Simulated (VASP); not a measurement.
Set up this calculation in VASP 6.6.1, as the native input.

```yaml
Task: single point
Functional: PBEsol
Potentials_or_basis: VASP PAW PBE potentials, release 64 (Cu)
Cutoff: 520 eV
k_mesh: 24 × 24 × 12
Occupations: gaussian, width 0.1 eV
Spin: no spin polarisation
Dipole_correction: no
Further_INCAR_settings: ALGO = Fast; EDIFF = 1e-06; NBANDS = 18
```

The structure of Cu lies in POSCAR:

```
Cu
1.0
    2.5205910253      0.0000000000      0.0000000000
   -1.2602955127      2.1828958605      0.0000000000
    0.0000000000      0.0000000000      3.8695318708
Cu
2
Direct
    0.3333333333      0.6666666667      0.2500000000
    0.6666666667      0.3333333333      0.7500000000
```

This isn't the form of Cu at room conditions, which is fcc.

This cell differs from its parent crystal: strain along c alone, the other axes held: -6.0 %.

The input as run:

INCAR

```
PREC     = Accurate       # precision mode
ENCUT    = 520            # plane-wave cutoff, eV
EDIFF    = 1E-6           # SCF threshold, eV
ISMEAR   = 0              # smearing method
SIGMA    = 0.1            # smearing width, eV
LREAL    = False          # projectors in reciprocal space
LASPH    = True           # aspherical terms in the spheres
NELM     = 60             # most SCF steps
ALGO     = Fast           # electronic algorithm
ISIF     = 2              # what is computed and relaxed
LWAVE    = False          # write WAVECAR
LCHARG   = False          # write CHGCAR
GGA      = PS             # functional
NBANDS   = 18             # bands
```

KPOINTS

```
Automatic mesh
0
Gamma
  24 24 12
```

Potentials or basis: VASP PAW PBE potentials, release 64 (Cu).

Launch:

```bash
$ cat potpaw_PBE.64/Cu/POTCAR > POTCAR
$ mpirun -np 1 vasp_std > vasp.out
```

Results of the run:

```yaml
Pressure: 15.1 GPa
Band_gap_on_the_k_mesh: zero (bands 11 and 12 overlap by 6.05 eV)
```

Caveat: the cell differs from its parent crystal (strain along c alone, the other axes held: -6.0 %); the stress differs along the axes, from 10 to 25 GPa; the PAW data sets were made with another functional, which shifts forces and pressure a little.

Wall time 4.7 min on 1 thread of Intel Xeon 8259CL (shared host), peak memory 0.24 GiB.
